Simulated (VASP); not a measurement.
# Ru4S in VASP: relaxation of the atoms with PBE

Aim: the relaxation of the atoms of Ru4S with PBE.

Program: VASP 6.6.1. These are calculated values, not measurements. Logs are shortened: lines on timing, memory, paths and dates and some standing lists are left out, and cuts for length are marked.

### 1 The cell of the first run

The cell holds a slab with vacuum, 5 atoms: a = 2.720 Å, b = 2.720 Å, c = 21.866 Å, α = 90.00°, β = 90.00°, γ = 120.00°.

### 2 Relaxation of the atoms, PBE

Input file INCAR:

```
PREC = Accurate
ENCUT = 520
EDIFF = 1E-7
ISMEAR = 0
SIGMA = 0.1
LREAL = F
LASPH = T
NELM = 60
ALGO = Normal
ISIF = 2
LWAVE = F
LCHARG = F
LDIPOL = T
IDIPOL = 3
DIPOL = 0.5 0.5 0.378
GGA = PE
IBRION = 2
NSW = 36
EDIFFG = -0.025
KPAR = 4
```

Input file KPOINTS:

```
regular mesh
0
Gamma
  12 12 1
```

Input file POSCAR:

```
Ru4S
1.0
    2.7197977462      0.0000000000      0.0000000000
   -1.3598988731      2.3554139414      0.0000000000
    0.0000000000      0.0000000000     21.8663388879
Ru S
4 1
Selective dynamics
Direct
    0.6666666667      0.3333333333      0.1829295714  F F F
    0.3333333333      0.6666666667      0.2811778374  F F F
    0.6666666667      0.3333333333      0.3790816285  F F F
    0.3333333333      0.6666666667      0.4740774823  F F F
    0.6666666667      0.8333333333      0.5750245401  F F T
```

Potentials or basis: VASP PAW PBE potentials, release 64 (Ru_pv, S).

The run is started by

```sh
$ cat potpaw_PBE.64/Ru_pv/POTCAR potpaw_PBE.64/S/POTCAR > POTCAR
$ mpirun -np 4 vasp_std > vasp.out
```

OUTCAR:

```text
PREC = Accurate
   ENCUT = 520
   EDIFF = 1E-7
   ISMEAR = 0
   LREAL = F
   LASPH = T
   NELM = 60
   ISIF = 2
   GGA = PE
   IBRION = 2
   NSW = 36
   EDIFFG = -0.025

 ion  position               nearest neighbor table
   1  0.667  0.333  0.183-   2 2.66   2 2.66   2 2.66
   2  0.333  0.667  0.281-   3 2.65   3 2.65   3 2.65   1 2.66   1 2.66   1 2.66
   3  0.667  0.333  0.379-   4 2.60   4 2.60   4 2.60   2 2.65   2 2.65   2 2.65
   4  0.333  0.667  0.474-   5 2.34   3 2.60   3 2.60   3 2.60   5 3.03   5 3.03
   5  0.667  0.833  0.575-   4 2.34   4 3.03   4 3.03

  LATTYP: Found a hexagonal cell.
 ALAT       =     2.7197977462
 C/A-ratio  =     8.0396929950

  Lattice vectors:

 A1 = (   2.7197977462,   0.0000000000,   0.0000000000)
 A2 = (  -1.3598988731,   2.3554139414,   0.0000000000)
 A3 = (   0.0000000000,   0.0000000000,  21.8663388879)

Analysis of symmetry for initial positions (statically):
=====================================================================
 Subroutine PRICEL returns:
 Original cell was already a primitive cell.

 Routine SETGRP: Setting up the symmetry group for a
 hexagonal supercell.

 Subroutine GETGRP returns: Found  2 space group operations
 (whereof  2 operations were pure point group operations)
 out of a pool of 24 trial point group operations.

The static configuration has the point symmetry C_1h.

Analysis of symmetry for dynamics (positions and initial velocities):
=====================================================================
 Subroutine PRICEL returns:
 Original cell was already a primitive cell.

 Routine SETGRP: Setting up the symmetry group for a
 hexagonal supercell.

 Subroutine GETGRP returns: Found  2 space group operations
 (whereof  2 operations were pure point group operations)
 out of a pool of 24 trial point group operations.

The dynamic configuration has the point symmetry C_1h.

Analysis of constrained symmetry for selective dynamics:
=====================================================================
 Subroutine PRICEL returns:
 Original cell was already a primitive cell.

 Routine SETGRP: Setting up the symmetry group for a
 hexagonal supercell.

 Subroutine GETGRP returns: Found  2 space group operations
 (whereof  2 operations were pure point group operations)
 out of a pool of 24 trial point group operations.

The constrained configuration has the point symmetry C_1h.

 Subroutine INISYM returns: Found  2 space group operations
 (whereof  2 operations are pure point group operations),
 and found     1 'primitive' translations
[... 112 lines left out ...]
   NELECT =      62.0000    total number of electrons
   NUPDOWN=      -1.0000    fix difference up-down
   EMIN   =  10.00;   EMAX   =-10.00  energy-range for DOS
   EFERMI =   0.00;   METHOD = LEGACY
   ISMEAR =     0;   SIGMA  =   0.10  broadening in eV -4-tet -1-fermi 0-gaus
   EFERMI_NEDOS =   21; number of points for ismear=-14 and -15
   IALGO  =     38    algorithm
   IMIX   =      4    mixing-type and parameters
     AMIX     =   0.40;   BMIX     =  1.00
     AMIX_MAG =   1.60;   BMIX_MAG =  1.00
  volume/ion in A,a.u.               =      28.02       189.06
  Fermi-wavevector in a.u.,A,eV,Ry     =   1.247610  2.357641 21.177877  1.556530
  Thomas-Fermi vector in A             =   2.381734
   LORBIT       =      0    0 simple, 1 ext, 2 COOP (PROOUT), +10 PAW based schemes
   GGA     = PE    functional components
   LHFCALC =     F    Hartree Fock is set to
   AEXX    =    0.0000 exact exchange contribution
   IVDW    =     0    specifies the selected vdW correction
   LEPSILON=     F    determine dielectric tensor
   LRPA    =     F    only Hartree local field effects (RPA)
 conjugate gradient relaxation of ions
 non-spin polarized calculation
 Gauss-broadening in eV      SIGMA  =   0.10
  energy-cutoff  :      520.00
  volume of cell :      140.08
 maximum number of plane-waves:      3813
   NGX = 11   NGY = 11   NGZ = 81

 dipolmoment           0.000000      0.000000      0.002632 electrons x Angstroem

 number of electron      62.0000020 magnetization

 dipolmoment           0.000000      0.000000     -0.004429 electrons x Angstroem

 Free energy of the ion-electron system (eV)
  ---------------------------------------------------
  ext. energy  EPLUGINS =         0.00000000
  ---------------------------------------------------
  free energy    TOTEN  =       -39.12849030 eV

  energy without entropy =      -39.10531582  energy(sigma->0) =      -39.11690306

 E-fermi :   3.3725     XC(G=0):  -7.4761

 val. band max:        3.3646393226   @ k =   0.0833   0.0000   0.0000
 cond. band min:       3.3811694567   @ k =  -0.0833   0.1667   0.0000
 fundamental gap:      0.0165301342
 Fermi energy:         3.3725248416

 k-point     1 :       0.0000    0.0000    0.0000
  band No.  band energies     occupation
      1     -40.1955      2.00000
      2     -39.8062      2.00000
      3     -39.3997      2.00000
      4     -39.3987      2.00000
      5     -39.3534      2.00000
      6     -39.3146      2.00000
[... 949 lines left out ...]
     36       4.9899      0.00000
     37       5.4073      0.00000

 [... further k-points ...]

------------------------ aborting loop because EDIFF is reached ----------------------------------------

 vacuum level on the upper side and lower side of the slab       (xc-potential included)        -0.162        -0.064

  FORCE on cell =-STRESS in cart. coord.  units (eV):
  Direction    XX          YY          ZZ          XY          YZ          ZX
  --------------------------------------------------------------------------------------
  -------------------------------------------------------------------------------------
  Total       -1.2847933     -0.7599191     -0.5493095     -0.4545543     -0.0390208     -0.0675861
  in kB      -14.6948076     -8.6915659     -6.2827211     -5.1989598     -0.4463004     -0.7730150
  external PRESSURE =      -9.8896982 kB  Pullay stress =       0.0000000 kB

 VOLUME and BASIS-vectors are now :
 -----------------------------------------------------------------------------
  energy-cutoff  :      520.00
  volume of cell :      140.08
      direct lattice vectors                 reciprocal lattice vectors
     2.719797746  0.000000000  0.000000000     0.367674398  0.212276913  0.000000000
    -1.359898873  2.355413941  0.000000000     0.000000000  0.424553826  0.000000000
     0.000000000  0.000000000 21.866338888     0.000000000  0.000000000  0.045732393

 POSITION                                       TOTAL-FORCE (eV/Angst)
 -----------------------------------------------------------------------------------
      1.35990      0.78514      4.00000        -0.020077     -0.011592      0.572543
     -0.00000      1.57028      6.14833         0.026420      0.015253     -0.595687
      1.35990      0.78514      8.28913        -0.218875     -0.126368     -0.293717
     -0.00000      1.57028     10.36634         0.456589      0.263612      0.303699
      0.67995      1.96284     12.57368        -0.244056     -0.140906      0.013162
 -----------------------------------------------------------------------------------
    total drift:                                0.000035      0.000020      0.000930

  FREE ENERGIE OF THE ION-ELECTRON SYSTEM (eV)
  ---------------------------------------------------
  free  energy   TOTEN  =       -39.1284902972 eV

  energy  without entropy=      -39.1053158180  energy(sigma->0) =      -39.11690306

 reached required accuracy - stopping structural energy minimisation

 vacuum level on the upper side and lower side of the slab         8.216         8.306
```

Wall time 3.2 min (4 MPI ranks of Intel Xeon Platinum 8375C at 2.90GHz (Ice Lake), shared host); peak memory 0.36 GiB.

What came out:

```yaml
Free_energy: -39.1285 eV
Band_gap_on_the_k_mesh: zero (bands 31 and 32 overlap by 2.03 eV)
```

Final structure:
```yaml
crystal:
  lattice:
    - [2.71980, 0.00000, 0.00000]
    - [-1.35990, 2.35541, 0.00000]
    - [0.00000, 0.00000, 21.86634]
  atoms:
    - { symbol: Ru, position: [0.66667, 0.33333, 0.18293] }
    - { symbol: Ru, position: [0.33333, 0.66667, 0.28118] }
    - { symbol: Ru, position: [0.66667, 0.33333, 0.37908] }
    - { symbol: Ru, position: [0.33333, 0.66667, 0.47408] }
    - { symbol: S, position: [0.66667, 0.83333, 0.57502] }
```

Caveat: the relaxation stopped at its first step, so nothing moved.
